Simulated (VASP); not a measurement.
# Re (P6_3/mmc) in VASP: a series of runs

Runs on Re. Level: PBE. Tasks: relaxation of cell and atoms.

Program: VASP 6.6.1. These are calculated values, not measurements. Logs are shortened: lines on timing, memory, paths and dates and some standing lists are left out, and cuts for length are marked.

### 1 The cell of the first run

It takes space group P6_3/mmc (No. 194, hexagonal). Conventional cell: a = 2.761 Å, b = 2.761 Å, c = 4.458 Å, α = 90.00°, β = 90.00°, γ = 120.00°. Re (site symmetry -6m2) has 12 Re at 2.74 to 2.76 Å within 3.6 Å.

### 2 Relaxation of cell and atoms, PBE, target pressure 10 GPa, at which the enthalpy is minimised

INCAR

```
ALGO = Fast
EDIFF = 1E-6
EDIFFG = -0.01
ENCUT = 600
GGA = PE
IBRION = 2
ISIF = 3
ISMEAR = -1
LASPH = T
LCHARG = F
LREAL = F
LWAVE = F
NELM = 80
NSW = 60
PREC = Accurate
PSTRESS = 100.0
SIGMA = 0.05
```

KPOINTS

```
k-points
0
Gamma
  11 11 6
```

POSCAR

```
Re
1.0
    2.7608000000      0.0000000000      0.0000000000
   -1.3804000000      2.3909229348      0.0000000000
    0.0000000000      0.0000000000      4.4582000000
Re
2
Direct
    0.6666666667      0.3333333333      0.7500000000
    0.3333333333      0.6666666667      0.2500000000
```

Potentials or basis: VASP PAW PBE potentials, release 64 (Re).

Run with:

```bash
$ cat potpaw_PBE.64/Re/POTCAR > POTCAR
$ mpirun -np 1 vasp_std > vasp.out
```

OUTCAR:

```text
EDIFF = 1E-6
   EDIFFG = -0.01
   ENCUT = 600
   GGA = PE
   IBRION = 2
   ISIF = 3
   ISMEAR = -1
   LASPH = T
   LREAL = F
   NELM = 80
   NSW = 60
   PREC = Accurate
   PSTRESS = 100.0

 ion  position               nearest neighbor table
   1  0.667  0.333  0.750-   2 2.74   2 2.74   2 2.74   2 2.74   2 2.74   2 2.74
   2  0.333  0.667  0.250-   1 2.74   1 2.74   1 2.74   1 2.74   1 2.74   1 2.74

  LATTYP: Found a hexagonal cell.
 ALAT       =     2.7608000000
 C/A-ratio  =     1.6148217908

  Lattice vectors:

 A1 = (   2.7608000000,   0.0000000000,   0.0000000000)
 A2 = (  -1.3804000000,   2.3909229348,   0.0000000000)
 A3 = (   0.0000000000,   0.0000000000,   4.4582000000)

Analysis of symmetry for initial positions (statically):
=====================================================================
 Subroutine PRICEL returns:
 Original cell was already a primitive cell.

 Routine SETGRP: Setting up the symmetry group for a
 hexagonal supercell.

 Subroutine GETGRP returns: Found 24 space group operations
 (whereof 12 operations were pure point group operations)
 out of a pool of 24 trial point group operations.

The static configuration has the point symmetry D_3d.
 The point group associated with its full space group is D_6h.

Analysis of symmetry for dynamics (positions and initial velocities):
=====================================================================
 Subroutine PRICEL returns:
 Original cell was already a primitive cell.

 Routine SETGRP: Setting up the symmetry group for a
 hexagonal supercell.

 Subroutine GETGRP returns: Found 24 space group operations
 (whereof 12 operations were pure point group operations)
 out of a pool of 24 trial point group operations.

The dynamic configuration has the point symmetry D_3d.
 The point group associated with its full space group is D_6h.

 Subroutine INISYM returns: Found 24 space group operations
 (whereof 12 operations are pure point group operations),
 and found     1 'primitive' translations

----------------------------------------------------------------------------------------

                                     Primitive cell

  volume of cell :      29.4280

  direct lattice vectors                    reciprocal lattice vectors
     2.760800000  0.000000000  0.000000000     0.362213851  0.209124264  0.000000000
    -1.380400000  2.390922935  0.000000000     0.000000000  0.418248529  0.000000000
     0.000000000  0.000000000  4.458200000     0.000000000  0.000000000  0.224305774

  length of vectors
     2.760800000  2.760800000  4.458200000     0.418248529  0.418248529  0.224305774

  position of ions in fractional coordinates (direct lattice)
     0.666666667  0.333333333  0.750000000
     0.333333333  0.666666667  0.250000000

  ion indices of the primitive-cell ions
   primitive index   ion index
                 1           1
                 2           2

----------------------------------------------------------------------------------------

 KPOINTS: k-points

Automatic generation of k-mesh.
 Grid dimensions read from file:
 generate k-points for:   11   11    6

 Generating k-lattice:

  Cartesian coordinates                     Fractional coordinates (reciprocal lattice)
     0.032928532  0.019011297  0.000000000     0.090909091 -0.000000000  0.000000000
     0.000000000  0.038022594  0.000000000     0.000000000  0.090909091  0.000000000
     0.000000000  0.000000000  0.037384296     0.000000000  0.000000000  0.166666667

  Length of vectors
     0.038022594  0.038022594  0.037384296

  Shift w.r.t. Gamma in fractional coordinates (k-lattice)
     0.000000000  0.000000000  0.000000000

 Subroutine IBZKPT returns following result:
 ===========================================

 Found     64 irreducible k-points:

 Following reciprocal coordinates:
            Coordinates               Weight
  0.000000  0.000000  0.000000      1.000000
  0.090909 -0.000000  0.000000      6.000000
  0.181818 -0.000000  0.000000      6.000000
  0.272727 -0.000000  0.000000      6.000000
  0.363636 -0.000000  0.000000      6.000000
  0.454545 -0.000000  0.000000      6.000000
[... 16 lines left out ...]
  0.090909  0.090909  0.166667     12.000000
  0.181818  0.090909  0.166667     24.000000
 [... further k-points ...]
   k-points           NKPTS =     64   k-points in BZ     NKDIM =     64   number of bands    NBANDS=     11
   number of dos      NEDOS =    301   number of ions     NIONS =      2
   total plane-waves  NPLWV =  20736
   dimension x,y,z NGX =    24 NGY =   24 NGZ =   36
   dimension x,y,z NGXF=    48 NGYF=   48 NGZF=   72
   ions per type =               2
   NGX,Y,Z   is equivalent  to a cutoff of  14.45, 14.45, 13.42 a.u.
   NGXF,Y,Z  is equivalent  to a cutoff of  28.90, 28.90, 26.85 a.u.
 SYSTEM =  unknown system
   PREC   = accura    normal or accurate (medium, high low for compatibility)
   ISTART =      0    job   : 0-new  1-cont  2-samecut
   ICHARG =      2    charge: 1-file 2-atom 10-const
   ISPIN  =      1    spin polarized calculation?
   LNONCOLLINEAR =      F non collinear calculations
   LSORBIT =      F    spin-orbit coupling
   LASPH  =      T    aspherical Exc in radial PAW
   ENCUT  =  600.0 eV  44.10 Ry    6.64 a.u.   5.51  5.51  8.90*2*pi/ulx,y,z
   NELM   =     80;   NELMIN=  2; NELMDL= -5     # of ELM steps
   EDIFF  = 0.1E-05   stopping-criterion for ELM
   LREAL  =      F    real-space projection
   EDIFFG = -.1E-01   stopping-criterion for IOM
   NSW    =     60    number of steps for IOM
   IBRION =      2    ionic relax: 0-MD 1-quasi-New 2-CG
   NFREE  =      1    steps in history (QN), initial steepest desc. (CG)
   ISIF   =      3    stress and relaxation
   ISYM   =      2    0-nonsym 1-usesym 2-fastsym
   POTIM  = 0.5000    time-step for ionic-motion
   TEBEG  =    0.0;   TEEND  =   0.0 temperature during run
   PSTRESS=  100.0 pullay stress
   NELECT =      14.0000    total number of electrons
   NUPDOWN=      -1.0000    fix difference up-down
   EMIN   =  10.00;   EMAX   =-10.00  energy-range for DOS
   EFERMI =   0.00;   METHOD = LEGACY
   ISMEAR =    -1;   SIGMA  =   0.05  broadening in eV -4-tet -1-fermi 0-gaus
   EFERMI_NEDOS =   21; number of points for ismear=-14 and -15
   IALGO  =     68    algorithm
   IMIX   =      4    mixing-type and parameters
     AMIX     =   0.40;   BMIX     =  1.00
     AMIX_MAG =   1.60;   BMIX_MAG =  1.00
  volume/ion in A,a.u.               =      14.71        99.29
  Fermi-wavevector in a.u.,A,eV,Ry     =   1.278000  2.415070 22.222174  1.633284
  Thomas-Fermi vector in A             =   2.410568
   LORBIT       =      0    0 simple, 1 ext, 2 COOP (PROOUT), +10 PAW based schemes
   GGA     = PE    functional components
   LHFCALC =     F    Hartree Fock is set to
   AEXX    =    0.0000 exact exchange contribution
   IVDW    =     0    specifies the selected vdW correction
   LEPSILON=     F    determine dielectric tensor
   LRPA    =     F    only Hartree local field effects (RPA)
 conjugate gradient relaxation of ions
 non-spin polarized calculation
 RMM-DIIS sequential band-by-band and
  energy-cutoff  :      600.00
  volume of cell :       29.43
 maximum number of plane-waves:      1014
 NGX is ok and might be reduce to    24
   NGX = 11   NGY = 11   NGZ = 17

--------------------------------------- Ionic step        1  -------------------------------------------

 number of electron      14.0000000 magnetization

 Free energy of the ion-electron system (eV)
  ---------------------------------------------------
  ext. energy  EPLUGINS =         0.00000000
  ---------------------------------------------------
  free energy    TOTEN  =       -24.84829352 eV

  energy without entropy =      -24.83436610  energy(sigma->0) =      -24.84132981

------------------------ aborting loop because EDIFF is reached ----------------------------------------

  FORCE on cell =-STRESS in cart. coord.  units (eV):
  Direction    XX          YY          ZZ          XY          YZ          ZX
  --------------------------------------------------------------------------------------
  -------------------------------------------------------------------------------------
  Total        1.0330470      1.0330470      1.0692089      0.0000000      0.0000000      0.0000000
  in kB       56.2432742     56.2432742     58.2120725      0.0000000      0.0000000      0.0000000
  external PRESSURE =     -43.1004597 kB  Pullay stress =     100.0000000 kB
[... 61 lines left out ...]
  enthalpy is  TOTEN    =       -22.9283600855 eV   P V=        1.7335224282

--------------------------------------- Ionic step        3  -------------------------------------------

 number of electron      14.0000000 magnetization

 Free energy of the ion-electron system (eV)
  ---------------------------------------------------
  ext. energy  EPLUGINS =         0.00000000
  ---------------------------------------------------
  free energy    TOTEN  =       -24.83349679 eV

  energy without entropy =      -24.81995934  energy(sigma->0) =      -24.82672806

 E-fermi :   8.0251     XC(G=0): -13.7878

 val. band max:        8.0036151902   @ k =   0.1818  -0.0000   0.1667
 cond. band min:       8.0731808343   @ k =   0.3636   0.1818   0.3333
 fundamental gap:      0.0695656440
 Fermi energy:         8.0250632379

 k-point     1 :       0.0000    0.0000    0.0000
  band No.  band energies     occupation
      1      -1.9239      2.00000
      2       1.3147      2.00000
      3       6.4085      2.00000
      4       6.4086      2.00000
      5       6.4086      2.00000
      6       7.2592      2.00000
      7       7.2592      2.00000
      8       8.2045      0.05373
      9       8.2045      0.05373
     10       8.6524      0.00001
     11      11.4278      0.00000
[... 309 lines left out ...]
 k-point    24 :       0.1818    0.0909    0.1667
  band No.  band energies     occupation
      1       0.4187      2.00000
      2       3.0398      2.00000
      3       4.4090      2.00000
      4       4.7522      2.00000
      5       6.0381      2.00000
      6       6.7383      2.00000
      7       7.3580      2.00000
      8       8.3153      0.00601
      9       9.0392      0.00000
     10       9.4366      0.00000
     11      11.8385      0.00000

 [... further k-points ...]

------------------------ aborting loop because EDIFF is reached ----------------------------------------

  FORCE on cell =-STRESS in cart. coord.  units (eV):
  Direction    XX          YY          ZZ          XY          YZ          ZX
  --------------------------------------------------------------------------------------
  -------------------------------------------------------------------------------------
  Total        1.8055100      1.8055100      1.8304289      0.0000000     -0.0000000     -0.0000000
  in kB       99.3285300     99.3285300    100.6994169      0.0000000     -0.0000000     -0.0000000
  external PRESSURE =      -0.2145077 kB  Pullay stress =     100.0000000 kB
[... 17 lines left out ...]
  FREE ENERGIE OF THE ION-ELECTRON SYSTEM (eV)
  ---------------------------------------------------
  free  energy   TOTEN  =       -24.8334967926 eV

  energy  without entropy=      -24.8199593351  energy(sigma->0) =      -24.82672806

  enthalpy is  TOTEN    =       -23.0157813450 eV   P V=        1.8177154476

 reached required accuracy - stopping structural energy minimisation
```

Run time: 26 s. Hardware: 1 thread of Intel Xeon 6975P-C (Granite Rapids), shared host; peak memory 0.17 GiB.

Results:

```yaml
Free_energy: -24.8335 eV
Relaxed_volume: 14.56 Å³/atom
Relaxed_cell: a = 2.751 Å, b = 2.751 Å, c = 4.443 Å, α = 90.00°, β = 90.00°, γ = 120.00°
Space_group_after_relaxing_to_0.05_Å: P6_3/mmc (No. 194)
Energy_change_on_relaxing_the_enthalpy_is_what_falls: +7.4 meV/atom
Ionic_steps: 3
Pressure_after_relaxing: 10.0 GPa
Band_gap_on_the_k_mesh: zero (band 7 reaches 9.39 eV, above the bottom of band 8 at 6.28 eV)
```

The path:
```tsv
step	energy change (eV)	largest force (eV/Å)	pressure (GPa)	volume (Å³)
1	0.0000	0.0000	5.69	29.43
2	0.1864	0.0000	31.81	27.77
3	0.0148	0.0000	9.98	29.12
```

Final structure:
```
Re
1.0
     2.75109    0.00000    0.00000
    -1.37554    2.38251    0.00000
     0.00000    0.00000    4.44322
Re
2
Cartesian
  1.3755 0.7942 3.3324
  0.0000 1.5883 1.1108
```

Levels at points of the mesh, in eV from the Fermi level:
```tsv
k point	band 3	band 4	band 5	band 6	band 7	band 8	band 9	band 10	band 11
(0.00, 0.00, 0.00)	-1.62	-1.62	-1.62	-0.77	-0.77	0.18	0.18	0.63	3.40
(0.00, 0.00, 0.50)	-2.42	-2.42	-1.75	-1.75	-1.75	-1.75	2.58	2.58	2.58
```

Caveat: the cell is relaxed towards a set pressure, so the enthalpy falls and the energy may rise; spin-orbit coupling is left out, which moves the levels of the heavy elements.

[end of part 1 of 2]
